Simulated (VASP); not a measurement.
# AlRu (Pm-3m) in VASP: further runs, part 2 of 2

VASP 6.6.1. Earlier steps stand in the parts before.

### 3 Single point, PBE

This run uses another cell than the first one, of 13.55 Å³/atom.

The input, INCAR:

```
PREC = Accurate
ENCUT = 500
EDIFF = 1E-6
ISMEAR = 0
SIGMA = 0.1
LREAL = False
LASPH = True
NELM = 120
ALGO = Normal
ISIF = 2
LWAVE = False
LCHARG = True
GGA = PE
LELF = True
LVHAR = True
NBANDS = 16
GGA_COMPAT = False
```

The input, KPOINTS:

```
regular mesh
0
Gamma
  6 6 6
```

The input, POSCAR:

```
AlRu
1.0
    3.0037043292      0.0000000000      0.0000000000
    0.0000000000      3.0037043292      0.0000000000
    0.0000000000      0.0000000000      3.0037043292
Al Ru
1 1
Direct
    0.0000000000      0.0000000000      0.0000000000
    0.5000000000      0.5000000000      0.5000000000
```

Potentials or basis: VASP PAW PBE potentials, release 64 (Al, Ru_pv).

On the command line:

```sh
$ cat potpaw_PBE.64/Al/POTCAR potpaw_PBE.64/Ru_pv/POTCAR > POTCAR
$ mpirun -np 1 vasp_std > vasp.out
```

OUTCAR:

```text
PREC = Accurate
   ENCUT = 500
   EDIFF = 1E-6
   ISMEAR = 0
   LREAL = False
   LASPH = True
   NELM = 120
   ISIF = 2
   GGA = PE

 ion  position               nearest neighbor table
   1  0.000  0.000  0.000-   2 2.60   2 2.60   2 2.60   2 2.60   2 2.60   2 2.60   2 2.60   2 2.60

   2  0.500  0.500  0.500-   1 2.60   1 2.60   1 2.60   1 2.60   1 2.60   1 2.60   1 2.60   1 2.60

  LATTYP: Found a simple cubic cell.
 ALAT       =     3.0037043292

  Lattice vectors:

 A1 = (   3.0037043292,   0.0000000000,   0.0000000000)
 A2 = (   0.0000000000,   3.0037043292,   0.0000000000)
 A3 = (   0.0000000000,   0.0000000000,   3.0037043292)

Analysis of symmetry for initial positions (statically):
=====================================================================
 Subroutine PRICEL returns:
 Original cell was already a primitive cell.

 Routine SETGRP: Setting up the symmetry group for a
 simple cubic supercell.

 Subroutine GETGRP returns: Found 48 space group operations
 (whereof 48 operations were pure point group operations)
 out of a pool of 48 trial point group operations.

The static configuration has the point symmetry O_h .

Analysis of symmetry for dynamics (positions and initial velocities):
=====================================================================
 Subroutine PRICEL returns:
 Original cell was already a primitive cell.

 Routine SETGRP: Setting up the symmetry group for a
 simple cubic supercell.

 Subroutine GETGRP returns: Found 48 space group operations
 (whereof 48 operations were pure point group operations)
 out of a pool of 48 trial point group operations.

The dynamic configuration has the point symmetry O_h .

 Subroutine INISYM returns: Found 48 space group operations
 (whereof 48 operations are pure point group operations),
 and found     1 'primitive' translations

----------------------------------------------------------------------------------------

                                     Primitive cell

  volume of cell :      27.1001

  direct lattice vectors                    reciprocal lattice vectors
     3.003704329  0.000000000  0.000000000     0.332922249  0.000000000  0.000000000
     0.000000000  3.003704329  0.000000000     0.000000000  0.332922249  0.000000000
     0.000000000  0.000000000  3.003704329     0.000000000  0.000000000  0.332922249

  length of vectors
     3.003704329  3.003704329  3.003704329     0.332922249  0.332922249  0.332922249

  position of ions in fractional coordinates (direct lattice)
     0.000000000  0.000000000  0.000000000
     0.500000000  0.500000000  0.500000000

  ion indices of the primitive-cell ions
   primitive index   ion index
                 1           1
                 2           2

----------------------------------------------------------------------------------------

 KPOINTS: regular mesh

Automatic generation of k-mesh.
 Grid dimensions read from file:
 generate k-points for:    6    6    6

 Generating k-lattice:

  Cartesian coordinates                     Fractional coordinates (reciprocal lattice)
     0.055487041  0.000000000  0.000000000     0.166666667  0.000000000  0.000000000
     0.000000000  0.055487041  0.000000000     0.000000000  0.166666667  0.000000000
     0.000000000  0.000000000  0.055487041     0.000000000  0.000000000  0.166666667

  Length of vectors
     0.055487041  0.055487041  0.055487041

  Shift w.r.t. Gamma in fractional coordinates (k-lattice)
     0.000000000  0.000000000  0.000000000

 Subroutine IBZKPT returns following result:
 ===========================================

 Found     20 irreducible k-points:

 Following reciprocal coordinates:
            Coordinates               Weight
  0.000000  0.000000  0.000000      1.000000
  0.166667  0.000000  0.000000      6.000000
  0.333333  0.000000  0.000000      6.000000
  0.500000  0.000000  0.000000      3.000000
  0.166667  0.166667  0.000000     12.000000
  0.333333  0.166667  0.000000     24.000000
[... 12 lines left out ...]
  0.500000  0.500000  0.333333      6.000000
  0.500000  0.500000  0.500000      1.000000
   k-points           NKPTS =     20   k-points in BZ     NKDIM =     20   number of bands    NBANDS=     16
   number of dos      NEDOS =    301   number of ions     NIONS =      2
   total plane-waves  NPLWV =  13824
   dimension x,y,z NGX =    24 NGY =   24 NGZ =   24
   dimension x,y,z NGXF=    48 NGYF=   48 NGZF=   48
   ions per type =               1   1
   NGX,Y,Z   is equivalent  to a cutoff of  13.28, 13.28, 13.28 a.u.
   NGXF,Y,Z  is equivalent  to a cutoff of  26.57, 26.57, 26.57 a.u.
 SYSTEM =  unknown system
   PREC   = accura    normal or accurate (medium, high low for compatibility)
   ISTART =      0    job   : 0-new  1-cont  2-samecut
   ICHARG =      2    charge: 1-file 2-atom 10-const
   ISPIN  =      1    spin polarized calculation?
   LNONCOLLINEAR =      F non collinear calculations
   LSORBIT =      F    spin-orbit coupling
   LASPH  =      T    aspherical Exc in radial PAW
   ENCUT  =  500.0 eV  36.75 Ry    6.06 a.u.   5.48  5.48  5.48*2*pi/ulx,y,z
   NELM   =    120;   NELMIN=  2; NELMDL= -5     # of ELM steps
   EDIFF  = 0.1E-05   stopping-criterion for ELM
   LREAL  =      F    real-space projection
[... 7 lines left out ...]
   TEBEG  =    0.0;   TEEND  =   0.0 temperature during run
   PSTRESS=    0.0 pullay stress
   NELECT =      17.0000    total number of electrons
   NUPDOWN=      -1.0000    fix difference up-down
   EMIN   =  10.00;   EMAX   =-10.00  energy-range for DOS
   EFERMI =   0.00;   METHOD = LEGACY
   ISMEAR =     0;   SIGMA  =   0.10  broadening in eV -4-tet -1-fermi 0-gaus
   EFERMI_NEDOS =   21; number of points for ismear=-14 and -15
   IALGO  =     38    algorithm
   IMIX   =      4    mixing-type and parameters
     AMIX     =   0.40;   BMIX     =  1.00
     AMIX_MAG =   1.60;   BMIX_MAG =  1.00
  volume/ion in A,a.u.               =      13.55        91.44
  Fermi-wavevector in a.u.,A,eV,Ry     =   1.401417  2.648294 26.721418  1.963969
  Thomas-Fermi vector in A             =   2.524280
   LORBIT       =      0    0 simple, 1 ext, 2 COOP (PROOUT), +10 PAW based schemes
   GGA     = PE    functional components
   LHFCALC =     F    Hartree Fock is set to
   AEXX    =    0.0000 exact exchange contribution
   IVDW    =     0    specifies the selected vdW correction
   LEPSILON=     F    determine dielectric tensor
   LRPA    =     F    only Hartree local field effects (RPA)
 non-spin polarized calculation
 Gauss-broadening in eV      SIGMA  =   0.10
  energy-cutoff  :      500.00
  volume of cell :       27.10
 maximum number of plane-waves:       700
 NGX is ok and might be reduce to    24
   NGX = 11   NGY = 11   NGZ = 11

 number of electron      16.9999996 magnetization

 Free energy of the ion-electron system (eV)
  ---------------------------------------------------
  ext. energy  EPLUGINS =         0.00000000
  ---------------------------------------------------
  free energy    TOTEN  =       -14.26100728 eV

  energy without entropy =      -14.24771855  energy(sigma->0) =      -14.25436292

 E-fermi :  10.4211     XC(G=0): -12.5064

 val. band max:       10.4177856138   @ k =   0.3333   0.1667   0.0000
 cond. band min:      10.4936424810   @ k =   0.5000   0.1667   0.0000
 fundamental gap:      0.0758568672
 Fermi energy:        10.4210835401

 k-point     1 :       0.0000    0.0000    0.0000
  band No.  band energies     occupation
      1     -31.2281      2.00000
      2     -31.2281      2.00000
      3     -31.2281      2.00000
      4       0.9407      2.00000
      5       7.0532      2.00000
      6       7.0532      2.00000
[... 8 lines left out ...]
     15      22.6304      0.00000
     16      25.4238      0.00000

 k-point     2 :       0.1667    0.0000    0.0000
  band No.  band energies     occupation
      1     -31.2784      2.00000
      2     -31.2238      2.00000
      3     -31.2238      2.00000
      4       1.4605      2.00000
      5       7.1753      2.00000
      6       7.2292      2.00000
[... 8 lines left out ...]
     15      22.7189      0.00000
     16      27.1849      0.00000
[... 311 lines left out ...]
      5       6.3863      2.00000
      6       6.3863      2.00000
[... 8 lines left out ...]
     15      20.3847      0.00000
     16      22.6286      0.00000

 k-point    20 :       0.5000    0.5000    0.5000
  band No.  band energies     occupation
      1     -31.3804      2.00000
      2     -31.3804      2.00000
      3     -31.3804      2.00000
      4       5.9759      2.00000
      5       5.9759      2.00000
      6       5.9759      2.00000
[... 8 lines left out ...]
     15      18.9546      0.00000
     16      22.2871      0.00000

------------------------ aborting loop because EDIFF is reached ----------------------------------------

  FORCE on cell =-STRESS in cart. coord.  units (eV):
  Direction    XX          YY          ZZ          XY          YZ          ZX
  --------------------------------------------------------------------------------------
  -------------------------------------------------------------------------------------
  Total       -0.0118311     -0.0118311     -0.0118311      0.0000000     -0.0000000      0.0000000
  in kB       -0.6994609     -0.6994609     -0.6994609      0.0000000     -0.0000000      0.0000000
  external PRESSURE =      -0.6994609 kB  Pullay stress =       0.0000000 kB

 VOLUME and BASIS-vectors are now :
 -----------------------------------------------------------------------------
  energy-cutoff  :      500.00
  volume of cell :       27.10
      direct lattice vectors                 reciprocal lattice vectors
     3.003704329  0.000000000  0.000000000     0.332922249  0.000000000  0.000000000
     0.000000000  3.003704329  0.000000000     0.000000000  0.332922249  0.000000000
     0.000000000  0.000000000  3.003704329     0.000000000  0.000000000  0.332922249

 POSITION                                       TOTAL-FORCE (eV/Angst)
 -----------------------------------------------------------------------------------
      0.00000      0.00000      0.00000         0.000000      0.000000      0.000000
      1.50185      1.50185      1.50185         0.000000      0.000000      0.000000
 -----------------------------------------------------------------------------------
    total drift:                                0.000000     -0.000000     -0.000000

  FREE ENERGIE OF THE ION-ELECTRON SYSTEM (eV)
  ---------------------------------------------------
  free  energy   TOTEN  =       -14.2610072778 eV

  energy  without entropy=      -14.2477185526  energy(sigma->0) =      -14.25436292
```

OSZICAR:

```text
N       E                     dE             d eps       ncg     rms          rms(c)
DAV:   1     0.107035348573E+03    0.10704E+03   -0.89194E+03   680   0.940E+02
DAV:   2    -0.132447621579E+02   -0.12028E+03   -0.11489E+03   768   0.283E+02
DAV:   3    -0.149147901780E+02   -0.16700E+01   -0.16649E+01   808   0.344E+01
DAV:   4    -0.149272942460E+02   -0.12504E-01   -0.12498E-01   824   0.320E+00
DAV:   5    -0.149274857937E+02   -0.19155E-03   -0.19102E-03   736   0.366E-01    0.118E+01
DAV:   6    -0.143457554273E+02    0.58173E+00   -0.22094E+00   712   0.162E+01    0.221E+00
DAV:   7    -0.142783074607E+02    0.67448E-01   -0.16956E-01   656   0.457E+00    0.192E+00
DAV:   8    -0.142613050155E+02    0.17002E-01   -0.19639E-02   760   0.118E+00    0.192E-01
DAV:   9    -0.142610167702E+02    0.28825E-03   -0.47636E-04   792   0.204E-01    0.124E-01
DAV:  10    -0.142610082218E+02    0.85484E-05   -0.39567E-05   720   0.658E-02    0.644E-03
DAV:  11    -0.142610072778E+02    0.94396E-06   -0.11260E-06   680   0.109E-02
   1 F= -.14261007E+02 E0= -.14254363E+02  d E =-.132887E-01
```

stdout:

```text
POSCAR found type information on POSCAR AlRu
 POSCAR found :  2 types and       2 ions
 scaLAPACK will be used
 LDA part: xc-table for (Slater+PW92), standard interpolation
 POSCAR, INCAR and KPOINTS ok, starting setup
 FFT: planning ... GRIDC
 FFT: planning ... GRID_SOFT
 FFT: planning ... GRID
 WAVECAR not read
 entering main loop
```

Run time: 6.3 s. Hardware: 1 thread of Intel Xeon Platinum 8259CL at 2.50GHz (Skylake/Cascade Lake), shared host; peak memory 0.14 GiB.

What came out:

```yaml
Free_energy: -14.2610 eV
Pressure: -0.1 GPa
Band_gap_on_the_k_mesh: zero (an odd number of electrons rules out a gap without spin polarisation)
```

### 4 Relaxation of cell and atoms, PBE

The input, INCAR:

```
SYSTEM = AlRu
  PREC = Accurate
  ENCUT = 500
  EDIFF = 1E-7
  ISMEAR = 0
  SIGMA = 0.1
  LREAL = .False.
  LASPH = .True.
  NELM = 120
  ALGO = Normal
  ISIF = 3
  LWAVE = .False.
  LCHARG = .False.
  GGA = PE
  IBRION = 2
  NSW = 90
  EDIFFG = -0.04
  GGA_COMPAT = .False.
  NELMIN = 4
```

The input, KPOINTS:

```
regular mesh
0
Gamma
  6 6 6
  0 0 0
```

The input, POSCAR:

```
AlRu
1.0
    2.9824955500      0.0000000000      0.0000000000
    0.0000000000      2.9824955500      0.0000000000
    0.0000000000      0.0000000000      2.9824955500
Al Ru
1 1
Direct
    0.0000000000      0.0000000000      0.0000000000
    0.5000000000      0.5000000000      0.5000000000
```

On the command line:

```sh
$ cat potpaw_PBE.64/Al/POTCAR potpaw_PBE.64/Ru_pv/POTCAR > POTCAR
$ mpirun -np 1 vasp_std > vasp.out
```

Wall time 15 s (1 thread of Intel Xeon Platinum 8259CL at 2.50GHz (Skylake/Cascade Lake), shared host); peak memory 0.14 GiB.

The run converged. Its results:

```yaml
Free_energy: -14.2608 eV
Relaxed_volume: 13.55 Å³/atom
Relaxed_cell: a = 3.004 Å, b = 3.004 Å, c = 3.004 Å, α = 90.00°, β = 90.00°, γ = 90.00°
Space_group_after_relaxing_to_0.1_Å: Pm-3m (No. 221)
Energy_gained_by_relaxing: 3.9 meV/atom
Ionic_steps: 3
Pressure_after_relaxing: 0.0 GPa
Band_gap_on_the_k_mesh: zero (an odd number of electrons rules out a gap without spin polarisation)
```

The path:
| step | energy change (eV) | largest force (eV/Å) | pressure (GPa) | volume (Å³) |
| --- | --- | --- | --- | --- |
| 1 | 0.0000 | 0.0000 | 4.50 | 26.53 |
| 2 | 0.0100 | 0.0000 | -6.17 | 27.99 |
| 3 | -0.0077 | 0.0000 | -0.03 | 27.10 |

Final structure:
```cif
data_structure
_symmetry_space_group_name_H-M 'P 1'
_symmetry_Int_Tables_number 1
_cell_length_a 3.0036
_cell_length_b 3.0036
_cell_length_c 3.0036
_cell_angle_alpha 90.000
_cell_angle_beta 90.000
_cell_angle_gamma 90.000
_cell_volume 27.10
loop_
_atom_site_label
_atom_site_type_symbol
_atom_site_fract_x
_atom_site_fract_y
_atom_site_fract_z
_atom_site_occupancy
Al1 Al 0.00000 0.00000 0.00000 1
Ru1 Ru 0.50000 0.50000 0.50000 1
```

Levels at points of the mesh, in eV from the Fermi level:
```tsv
k point	band 5	band 6	band 7	band 8	band 9	band 10	band 11	band 12
(0.00, 0.00, 0.00)	-3.37	-3.37	0.29	0.29	0.29	6.14	6.14	6.14
(0.50, 0.00, 0.00)	-5.34	-2.58	-1.46	-1.46	0.54	2.37	7.58	11.09
(0.50, 0.50, 0.00)	-2.88	-1.23	-1.23	-1.03	-1.03	1.63	5.36	6.22
(0.50, 0.50, 0.50)	-4.45	-4.45	1.72	1.72	2.61	4.24	4.24	4.24
```

### 5 The runs side by side

| task | cell | gap on the mesh (eV) | pressure (GPa) |
| --- | --- | --- | --- |
| single point | a = 2.982 Å, 2 atoms | none | 4.5 |
| single point | a = 3.004 Å, 2 atoms | none | -0.1 |
| relaxation of cell and atoms | relaxed from a = 2.982 Å, 2 atoms | none | 0.0 |

Alike in all rows: level PBE; potentials or basis VASP PAW PBE potentials, release 64 (Al, Ru_pv); no spin polarisation; k mesh 6 × 6 × 6; cutoff (eV) 500; smearing gaussian 0.1 eV.

Caveats: the cell stands under pressure (at least some runs).

Absolute energies hang on the potentials; compare differences alone.

The gap in the log of VASP goes by the Fermi energy; the results here count the filled bands.